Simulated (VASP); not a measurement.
Tc, 1 atom in the cell. Symmetry: I4/mmm, No. 139, tetragonal system. The conventional cell has a = 2.813 Å, b = 2.813 Å, c = 3.900 Å, α = 90.00°, β = 90.00°, γ = 90.00°. Within 3.7 Å of Tc (site symmetry 4/mmm) lie 12 Tc at 2.79 to 2.81 Å.  This cell differs from its parent crystal: equal xx and yy strain of +2 %.

- Program: VASP 6.6.1
- Task: electric field gradients
- Functional: PBEsol
- Potentials or basis: VASP PAW PBE potentials, release 64 (Tc_pv)
- Cutoff: 520 eV
- k mesh: 18 × 18 × 18
- Occupations: fermi-dirac, width 0.03 eV
- Spin: no spin polarisation
- Dipole correction: no
- Further INCAR settings: ALGO = Normal; EDIFF = 1e-08; NBANDS = 12

Potentials or basis: VASP PAW PBE potentials, release 64 (Tc_pv).

Command:

```sh
$ cat potpaw_PBE.64/Tc_pv/POTCAR > POTCAR
$ mpirun -np 1 vasp_std > vasp.out
```

Hardware: 1 thread of Intel(R) Xeon(R) 6975P-C (Granite Rapids) (shared host).

Question: How long does it take, and how much memory?

Answer: Wall time 25 s on 1 thread of Intel(R) Xeon(R) 6975P-C (Granite Rapids), on a shared host, peak memory 0.21 GiB. Counts: scf iterations 13, k points 480.
